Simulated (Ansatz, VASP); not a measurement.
## Two plane-wave programs on Hg

```
CELL_PARAMETERS angstrom
0.00000 5.10974 5.10974
5.10974 0.00000 5.10974
5.10974 5.10974 0.00000
ATOMIC_POSITIONS crystal
Hg 0.12500 0.12500 0.12500
Hg 0.87500 0.87500 0.87500
```

Alike in both runs: functional RPBE; k mesh 9 × 9 × 9; occupations fermi-dirac, width 0.1 eV; no spin polarisation.

Ansatz relaxed the structure, and its values are those at the end. VASP's run is a single point on that final structure, the one shown.

```csv
,VASP,Ansatz
version,VASP 6.6.1,Ansatz 0.2.0
potentials or method,"VASP PAW PBE potentials, release 64 (Hg), cutoff 500 eV","plane waves (420 eV) with PAW, scalar-relativistic"
valence electrons in the cell,24,40
```

|  | VASP | Ansatz | Ansatz less VASP |
| --- | --- | --- | --- |
| gap on the k mesh at the Fermi level (eV) | 3.88 | 3.87 | -0.010 |
| pressure (GPa) | 0.0 | 0.0 | +0.02 |

VASP's potentials were made for PBE, not for RPBE. The functional is the same, so the differences come from potentials, cutoffs and numerics. VASP's potentials hold 24 valence electrons a cell and Ansatz's 40, so a difference there can come from the potentials and not from the codes. Ansatz's warnings: xc potential rough in thin density.

Spin-orbit coupling is off throughout.
